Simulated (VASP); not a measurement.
# Y3Si2F (P6mm) in VASP: further runs, part 2 of 2

VASP 6.6.1.

## Step 3: Relaxation of cell and atoms, PBE

INCAR reads:

```
PREC = Accurate
ENCUT = 600
EDIFF = 1E-6
ISMEAR = 0
SIGMA = 0.1
LREAL = False
LASPH = True
NELM = 80
ALGO = Normal
ISIF = 3
LWAVE = False
LCHARG = False
GGA = PE
IBRION = 2
NSW = 90
EDIFFG = -0.04
```

KPOINTS reads:

```
Automatic mesh
0
Gamma
  6 6 4
```

POSCAR reads:

```
Y3Si2F
1.0
    5.6424048500      0.0000000000      0.0000000000
   -2.8212024300      4.8864659400      0.0000000000
    0.0000000000      0.0000000000      4.1673764600
Y Si F
3 2 1
Direct
    0.0000000000      0.5000000000      0.9950230700
    0.5000000000      0.0000000000      0.9950230700
    0.5000000000      0.5000000000      0.9950230700
    0.6666666700      0.3333333300      0.4961477200
    0.3333333300      0.6666666700      0.4961477200
    0.0000000000      0.0000000000      0.1926302600
```

Potentials or basis: VASP PAW PBE potentials, release 64 (Y_sv, Si, F).

Run with:

```
$ cat potpaw_PBE.64/Y_sv/POTCAR potpaw_PBE.64/Si/POTCAR potpaw_PBE.64/F/POTCAR > POTCAR
$ mpirun -np 1 vasp_std > vasp.out
```

OUTCAR:

```text
PREC = Accurate
   ENCUT = 600
   EDIFF = 1E-6
   ISMEAR = 0
   LREAL = False
   LASPH = True
   NELM = 80
   ISIF = 3
   GGA = PE
   IBRION = 2
   NSW = 90
   EDIFFG = -0.04

 ion  position               nearest neighbor table
   1  0.000  0.500  0.995-   4 2.64   5 2.64   4 2.65   5 2.65   2 2.82   2 2.82   3 2.82   3 2.82
                             6 2.94   6 2.94
   2  0.500  0.000  0.995-   4 2.64   5 2.64   4 2.65   5 2.65   1 2.82   1 2.82   3 2.82   3 2.82
                             6 2.94   6 2.94
   3  0.500  0.500  0.995-   4 2.64   5 2.64   4 2.65   5 2.65   1 2.82   1 2.82   2 2.82   2 2.82
                             6 2.94   6 2.94
   4  0.667  0.333  0.496-   1 2.64   2 2.64   3 2.64   1 2.65   2 2.65   3 2.65
   5  0.333  0.667  0.496-   1 2.64   2 2.64   3 2.64   1 2.65   2 2.65   3 2.65
   6  0.000  0.000  0.193-   3 2.94   3 2.94   2 2.94   2 2.94   1 2.94   1 2.94

  LATTYP: Found a hexagonal cell.
 ALAT       =     5.6424048500
 C/A-ratio  =     0.7385816103

  Lattice vectors:

 A1 = (   5.6424048500,   0.0000000000,   0.0000000000)
 A2 = (  -2.8212024300,   4.8864659400,   0.0000000000)
 A3 = (   0.0000000000,   0.0000000000,   4.1673764600)

Analysis of symmetry for initial positions (statically):
=====================================================================
 Subroutine PRICEL returns:
 Original cell was already a primitive cell.

 Routine SETGRP: Setting up the symmetry group for a
 hexagonal supercell.

 Subroutine GETGRP returns: Found 12 space group operations
 (whereof 12 operations were pure point group operations)
 out of a pool of 24 trial point group operations.

The static configuration has the point symmetry C_6v.

Analysis of symmetry for dynamics (positions and initial velocities):
=====================================================================
 Subroutine PRICEL returns:
 Original cell was already a primitive cell.

 Routine SETGRP: Setting up the symmetry group for a
 hexagonal supercell.

 Subroutine GETGRP returns: Found 12 space group operations
 (whereof 12 operations were pure point group operations)
 out of a pool of 24 trial point group operations.

The dynamic configuration has the point symmetry C_6v.

 Subroutine INISYM returns: Found 12 space group operations
 (whereof 12 operations are pure point group operations),
 and found     1 'primitive' translations
[... 121 lines left out ...]
  Fermi-wavevector in a.u.,A,eV,Ry     =   1.223812  2.312669 20.377653  1.497715
  Thomas-Fermi vector in A             =   2.358909
   LORBIT       =      0    0 simple, 1 ext, 2 COOP (PROOUT), +10 PAW based schemes
   GGA     = PE    functional components
   LHFCALC =     F    Hartree Fock is set to
   AEXX    =    0.0000 exact exchange contribution
   IVDW    =     0    specifies the selected vdW correction
   LEPSILON=     F    determine dielectric tensor
   LRPA    =     F    only Hartree local field effects (RPA)
 conjugate gradient relaxation of ions
 non-spin polarized calculation
 Gauss-broadening in eV      SIGMA  =   0.10
  energy-cutoff  :      600.00
  volume of cell :      114.90
 maximum number of plane-waves:      3875
 NGX is ok and might be reduce to    48
   NGX = 23   NGY = 23   NGZ = 17

--------------------------------------- Ionic step        1  -------------------------------------------

 number of electron      48.0000004 magnetization

 Free energy of the ion-electron system (eV)
  ---------------------------------------------------
  ext. energy  EPLUGINS =         0.00000000
  ---------------------------------------------------
  free energy    TOTEN  =       -30.43978302 eV

  energy without entropy =      -30.42005967  energy(sigma->0) =      -30.42992135

 E-fermi :   4.9795     XC(G=0): -10.2409

 val. band max:        4.9653672959   @ k =   0.1667   0.0000   0.0000
 cond. band min:       5.0332880417   @ k =   0.5000   0.0000   0.2500
 fundamental gap:      0.0679207458
 Fermi energy:         4.9794645145

 k-point     1 :       0.0000    0.0000    0.0000
  band No.  band energies     occupation
      1     -37.2383      2.00000
      2     -36.7435      2.00000
      3     -36.7435      2.00000
      4     -18.9861      2.00000
      5     -18.3149      2.00000
      6     -17.9326      2.00000
[... 753 lines left out ...]
  FREE ENERGIE OF THE ION-ELECTRON SYSTEM (eV)
  ---------------------------------------------------
  free  energy   TOTEN  =       -34.0564416407 eV

  energy  without entropy=      -34.0194402246  energy(sigma->0) =      -34.03794093

[... ionic steps 4 to 17 ...]

--------------------------------------- Ionic step       18  -------------------------------------------

 number of electron      48.0000020 magnetization

------------------------ aborting loop because EDIFF is reached ----------------------------------------
[... 75 lines left out ...]
--------------------------------------- Ionic step       20  -------------------------------------------

 number of electron      48.0000011 magnetization

 Free energy of the ion-electron system (eV)
  ---------------------------------------------------
  ext. energy  EPLUGINS =         0.00000000
  ---------------------------------------------------
  free energy    TOTEN  =       -35.96093157 eV

  energy without entropy =      -35.95316959  energy(sigma->0) =      -35.95705058

 E-fermi :   2.0814     XC(G=0):  -8.4701

 val. band max:        2.0769930057   @ k =   0.1667   0.0000   0.0000
 cond. band min:       2.1431764006   @ k =   0.3333   0.1667   0.0000
 fundamental gap:      0.0661833949
 Fermi energy:         2.0813641408

 k-point     1 :       0.0000    0.0000    0.0000
  band No.  band energies     occupation
      1     -40.6630      2.00000
      2     -40.6236      2.00000
      3     -40.6236      2.00000
      4     -20.9310      2.00000
      5     -20.9310      2.00000
      6     -20.8680      2.00000
[... 673 lines left out ...]
  FREE ENERGIE OF THE ION-ELECTRON SYSTEM (eV)
  ---------------------------------------------------
  free  energy   TOTEN  =       -35.9609315720 eV

  energy  without entropy=      -35.9531695916  energy(sigma->0) =      -35.95705058

 reached required accuracy - stopping structural energy minimisation
```

Wall time 28 min (1 thread of Intel Xeon Platinum 8375C at 2.90GHz (Ice Lake), shared host); peak memory 0.35 GiB.

What came out:

```yaml
Free_energy: -35.9609 eV
Relaxed_volume: 28.58 Å³/atom
Relaxed_cell: a = 7.081 Å, b = 7.081 Å, c = 3.949 Å, α = 90.00°, β = 90.00°, γ = 120.00°
Space_group_after_relaxing_to_0.1_Å: P6/mmm (No. 191)
Energy_gained_by_relaxing: 920.2 meV/atom
Ionic_steps: 20
Pressure_after_relaxing: 0.2 GPa
Largest_force_after_relaxing: 0.029 eV/Å
Band_gap_on_the_k_mesh: zero (bands 24 and 25 overlap by 0.34 eV)
```

Forces in eV/Å, atoms in the order of the input:
```
Y    0.000  0.000  0.005
Y    0.000  0.000  0.005
Y    0.000  0.000  0.005
Si   0.000  0.000  0.007
Si   0.000  0.000  0.007
F    0.000  0.000 -0.029
```

The path:
```tsv
step	energy change (eV)	largest force (eV/Å)	pressure (GPa)	volume (Å³)
1	0.0000	1.8637	30.15	114.90
2	-3.2230	1.1356	-5.51	185.84
3	-3.6167	1.3161	-0.22	162.48
4	-4.5648	1.0135	-0.57	167.76
5	-5.3440	0.5883	-0.52	173.22
6	-5.3764	0.4711	-0.33	174.43
7	-5.3811	0.5035	-0.39	174.11
8	-5.4013	0.4820	0.28	171.88
9	-5.4121	0.4431	1.38	168.55
10	-5.4194	0.4303	1.33	168.58
11	-5.4396	0.3921	1.23	168.69
12	-5.4714	0.3041	1.01	168.89
13	-5.4987	0.1080	0.60	169.27
14	-5.5101	0.0953	0.17	170.90
15	-5.5156	0.0800	-0.41	172.99
16	-5.5196	0.0699	-0.09	172.29
17	-5.5197	0.0678	-0.01	172.13
18	-5.5200	0.0637	0.01	172.06
19	-5.5206	0.0520	0.06	171.88
20	-5.5211	0.0292	0.15	171.51
```

Final structure:
```xyz
6
Lattice="7.0814 0.0000 0.0000 -3.5407 6.1327 0.0000 0.0000 0.0000 3.9493" Properties=species:S:1:pos:R:3 pbc="T T T"
Y    -1.7703    3.0663    0.1078
Y     0.0000    6.1327    0.1078
Y     1.7703    3.0663    0.1078
Si    3.5407    2.0442    2.0820
Si    0.0000    4.0884    2.0820
F     0.0000    0.0000    0.1331
```

Levels at points of the mesh, in eV from the Fermi level:
```tsv
k point	band 20	band 21	band 22	band 23	band 24	band 25	band 26	band 27	band 28
(0.00, 0.00, 0.00)	-2.01	-1.61	-0.74	0.24	0.24	0.41	0.45	0.45	1.32
(0.50, 0.00, 0.00)	-1.69	-1.11	-1.04	-0.28	-0.26	-0.10	0.91	1.38	1.81
(0.00, 0.00, 0.50)	-1.52	-1.52	-0.82	-0.28	-0.28	0.14	0.14	1.07	1.89
(0.50, 0.00, 0.50)	-2.18	-1.27	-1.01	-0.94	-0.59	0.72	1.58	1.67	2.03
```

Caveat: the k points lie up to 0.40 Å⁻¹ apart in the final cell; the volume moved by over 15 % at a fixed basis, so the end points are rough; semilocal functionals underestimate gaps, and a narrow one can read as zero.

The gap in the log of VASP goes by the Fermi energy; the results here count the filled bands.